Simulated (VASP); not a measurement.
CaO, 2 atoms in the cell. The structure is cubic, space group Fm-3m (No. 225). Conventional cell: a = 4.831 Å, b = 4.831 Å, c = 4.831 Å, α = 90.00°, β = 90.00°, γ = 90.00°. Ca (site symmetry m-3m) has 6 O at 2.42 Å within 3.2 Å. O (site symmetry m-3m) has 6 Ca at 2.42 Å within 3.2 Å. 

- Program: VASP 6.6.1
- Task: elastic constants
- Functional: PBE
- Potentials or basis: VASP PAW PBE potentials, release 64 (Ca_sv, O)
- Cutoff: 600 eV
- k mesh: 8 × 8 × 8
- Occupations: gaussian, width 0.01 eV
- Spin: no spin polarisation
- Dipole correction: no
- Ions in elastic constants: relaxed
- Further INCAR settings: ALGO = Normal; EDIFF = 1e-08; NBANDS = 15; IBRION = 6; POTIM = 0.015; NSW = 1; ISIF = 3

Potentials or basis: VASP PAW PBE potentials, release 64 (Ca_sv, O).

Run with:

```console
$ cat potpaw_PBE.64/Ca_sv/POTCAR potpaw_PBE.64/O/POTCAR > POTCAR
$ mpirun -np 1 vasp_std > vasp.out
```

Hardware: 1 thread of Intel(R) Xeon(R) Platinum 8488C (Sapphire Rapids) (shared host).

Task: How long does it take, and how much memory?

Result: Wall time 6.4 min on 1 thread of Intel(R) Xeon(R) Platinum 8488C (Sapphire Rapids) (shared host), peak memory 0.28 GiB. Counts: scf iterations 176, k points 29.
